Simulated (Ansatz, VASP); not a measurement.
**SnO in VASP and in Ansatz**

Contents of INCAR:

```
PREC = Accurate ; ENCUT = 1340
EDIFF = 1E-6 ; ISMEAR = 0
SIGMA = 0.01 ; LREAL = F
LASPH = T ; NELM = 120
ALGO = Normal ; ISIF = 2
LWAVE = F ; LCHARG = T
GGA = CA ; LELF = T
LVHAR = T ; NBANDS = 28
GGA_COMPAT = F
```

KPOINTS

```
regular mesh
0
Gamma
  4 3 3
```

The input POSCAR:

```
SnO
1.0
    3.3550050000      0.0000000000      0.0000000000
    0.0000000000      5.6741040000      0.0000000000
    0.0000000000      0.0000000000      4.2219700000
Sn O
2 2
Direct
   -0.0046155637      0.2052798796      0.4941458497
    0.4967296266      0.7520886031     -0.0098998666
   -0.0021122058      0.8787242659      0.7312993234
    0.4959960628      0.0737704589      0.2375837243
```

Input for Ansatz:

```yaml
crystal:
  lattice:
    - [3.355005, 0.0, 0.0]
    - [0.0, 5.674104, 0.0]
    - [0.0, 0.0, 4.22197]
  atoms:
    - { symbol: Sn, position: [-0.004615563669128597, 0.20527987962644306, 0.49414584965669567] }
    - { symbol: Sn, position: [0.4967296265630086, 0.7520886030774591, -0.009899866585671832] }
    - { symbol: O, position: [-0.0021122057728005014, 0.8787242658692563, 0.7312993233752219] }
    - { symbol: O, position: [0.49599606275785096, 0.07377045891222463, 0.23758372430376065] }
kpoints:
  mp_grid:
    grid: [4, 3, 3]
hamiltonian:
  xc: lda
scf:
  occupations:
    method: fixed
output:
  forces: true
```

Alike in both runs: task single point; functional LDA; k mesh 4 × 3 × 3; no spin polarisation.

|  | VASP | Ansatz |
| --- | --- | --- |
| version | VASP 6.6.1 | Ansatz 0.2.0 |
| potentials or method | VASP PAW LDA potentials, release 64 (Sn_d, O_h) | plane waves, PAW |
| plane-wave cutoff (eV) | 1340 | 420 |
| occupations | gaussian, width 0.01 eV | fixed |
| valence electrons in the cell | 40 | 40 |

```csv
,VASP,Ansatz,Ansatz less VASP
rms of the force components (eV/Å),0.059,0.062,+0.0033
```

LDA's correlation is that of Perdew and Zunger in VASP and of Perdew and Wang (1992) in Ansatz. Atom by atom the forces differ by 0.043 eV/Å (rms over components).

The k mesh is coarse, so the values compare programs but aren't converged.
